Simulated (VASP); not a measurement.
Bi, 2 atoms in the cell. It takes space group R-3m (No. 166, trigonal). Conventional cell: a = 4.599 Å, b = 4.599 Å, c = 12.442 Å, α = 90.00°, β = 90.00°, γ = 120.00°. Within 4.1 Å of Bi (site symmetry 3m) lie 6 Bi at 3.11 to 3.66 Å. 

* Program: VASP 6.6.1
* Task: single point
* Functional: PBE
* Potentials or basis: VASP PAW PBE potentials, release 64 (Bi_d)
* Cutoff: 520 eV
* k mesh: 12 × 12 × 12
* Occupations: gaussian, width 0.1 eV
* Spin: no spin polarisation
* Dipole correction: no
* Further INCAR settings: ALGO = Fast; EDIFF = 1e-07; NBANDS = 22

Potentials or basis: VASP PAW PBE potentials, release 64 (Bi_d).

The run is started by

```console
$ cat potpaw_PBE.64/Bi_d/POTCAR > POTCAR
$ mpirun -np 1 vasp_std > vasp.out
```

Hardware: 1 thread of Intel Xeon 8259CL, with other jobs on the host.

Question: How long does it take, and how much memory?

Answer: It took 16 min on 1 thread of Intel Xeon 8259CL, with other jobs on the host, peak memory 0.42 GiB. Counts: scf iterations 26, k points 189.
